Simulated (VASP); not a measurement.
Input of a VASP 6.6.1 run:

INCAR

```
SYSTEM = GaBiSe3
ALGO = Normal
EDIFF = 1E-7
EDIFFG = -0.04
ENCUT = 500
GGA = PE
GGA_COMPAT = .FALSE.
IBRION = 2
ISIF = 3
ISMEAR = 0
LASPH = .TRUE.
LCHARG = .FALSE.
LREAL = .FALSE.
LWAVE = .FALSE.
NELM = 120
NELMIN = 4
NSW = 90
PREC = Accurate
SIGMA = 0.1
```

The input KPOINTS:

```
k-points
0
G
  3 3 4
  0 0 0
```

POSCAR

```
GaBiSe3
1.0
    7.0042500000      0.0000000000      0.0000000000
   -3.5021250000      6.0658584300      0.0000000000
    0.0000000000      0.0000000000      5.8835700000
Ga Bi Se
2 2 6
Direct
    0.0000000000      0.0000000000      0.0000000000
    0.0000000000      0.0000000000      0.5000000000
    0.3333333300      0.6666666700      0.7500000000
    0.6666666700      0.3333333300      0.2500000000
    0.8333333300      0.6666666700      0.7500000000
    0.3333333300      0.1666666700      0.7500000000
    0.8333333300      0.1666666700      0.7500000000
    0.1666666700      0.3333333300      0.2500000000
    0.6666666700      0.8333333300      0.2500000000
    0.1666666700      0.8333333300      0.2500000000
```

Potentials or basis: VASP PAW PBE potentials, release 64 (Ga_d, Bi_d, Se).

The run is started by

```console
$ cat potpaw_PBE.64/Ga_d/POTCAR potpaw_PBE.64/Bi_d/POTCAR potpaw_PBE.64/Se/POTCAR > POTCAR
$ mpirun -np 1 vasp_std > vasp.out
```

Question: What does it give for the space group after relaxing (to 0.1 Å)?

Answer: P6_3/mmc (No. 194).

Question: Estimate the relaxed volume.

Answer: 24.64 Å³/atom.

Question: Predict the band gap on the k mesh.

Answer: Zero (bands 46 and 47 overlap by 0.11 eV).

The path:
| step | energy change (eV) | largest force (eV/Å) | pressure (GPa) | volume (Å³) |
| --- | --- | --- | --- | --- |
| 1 | 0.0000 | 1.1242 | 0.93 | 249.97 |
| 2 | -0.3899 | 0.3350 | -1.78 | 255.15 |
| 3 | -0.4348 | 0.0052 | -2.82 | 257.75 |
| 4 | -0.6286 | 0.1357 | -0.08 | 242.53 |
| 5 | -0.6287 | 0.1396 | 0.02 | 242.13 |
| 6 | -0.6382 | 0.0843 | 0.14 | 242.26 |
| 7 | -0.6555 | 0.0993 | 0.55 | 242.62 |
| 8 | -0.6563 | 0.1800 | 0.73 | 242.75 |
| 9 | -0.6596 | 0.1879 | 0.67 | 243.16 |
| 10 | -0.6679 | 0.2145 | 0.51 | 244.41 |
| 11 | -0.6789 | 0.2760 | 0.21 | 246.88 |
| 12 | -0.6737 | 0.4232 | -0.32 | 251.73 |
| 13 | -0.6822 | 0.3189 | 0.02 | 248.52 |
| 14 | -0.6972 | 0.2849 | -0.17 | 249.13 |
| 15 | -0.7326 | 0.1924 | -0.68 | 250.91 |
| 16 | -0.7428 | 0.0228 | -1.46 | 254.27 |
| 17 | -0.7487 | 0.0889 | -1.19 | 252.95 |
| 18 | -0.7683 | 0.0894 | -0.71 | 250.53 |
| 19 | -0.7751 | 0.0856 | -0.21 | 248.21 |
| 20 | -0.7751 | 0.0852 | -0.18 | 248.09 |
| 21 | -0.7777 | 0.0687 | -0.14 | 247.68 |
| 22 | -0.7822 | 0.0200 | -0.01 | 246.45 |

Caveat: a cell axis changed by over 15 % at a fixed basis, so the end point is rough; spin-orbit coupling is left out, which moves the levels of the heavy elements.
